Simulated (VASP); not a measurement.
A run of VASP 6.6.1 is set up as follows.

Contents of INCAR:

```
ALGO = Normal
EDIFF = 1E-6
ENCUT = 520
GGA = PE
ISIF = 2
ISMEAR = -1
LASPH = T
LCHARG = F
LREAL = F
LWAVE = F
NBANDS = 28
NELM = 80
PREC = Accurate
SIGMA = 0.02
```

KPOINTS

```
k-points
0
Gamma
  6 6 4
```

The input POSCAR:

```
TePb
1.0
    5.5300314096      0.0000000000      0.0000000000
   -2.7650157048      4.7891476844      0.0000000000
    0.0000000000      0.0000000000      6.6205249585
Pb Te
2 2
Direct
    0.3333333333      0.6666666667     -0.0620514360
    0.6666666667      0.3333333333      0.4379485640
    0.3333333333      0.6666666667      0.4370514360
    0.6666666667      0.3333333333      0.9370514360
```

Potentials or basis: VASP PAW PBE potentials, release 64 (Pb_d, Te).

Launch:

```console
$ cat potpaw_PBE.64/Pb_d/POTCAR potpaw_PBE.64/Te/POTCAR > POTCAR
$ mpirun -np 1 vasp_std > vasp.out
```

(1) Estimate the band gap on the k mesh.

(2) Predict the pressure.

Results:

(1) 1.14 eV.

(2) 0.0 GPa.

Caveat: spin-orbit coupling is left out, which moves the levels of the heavy elements.
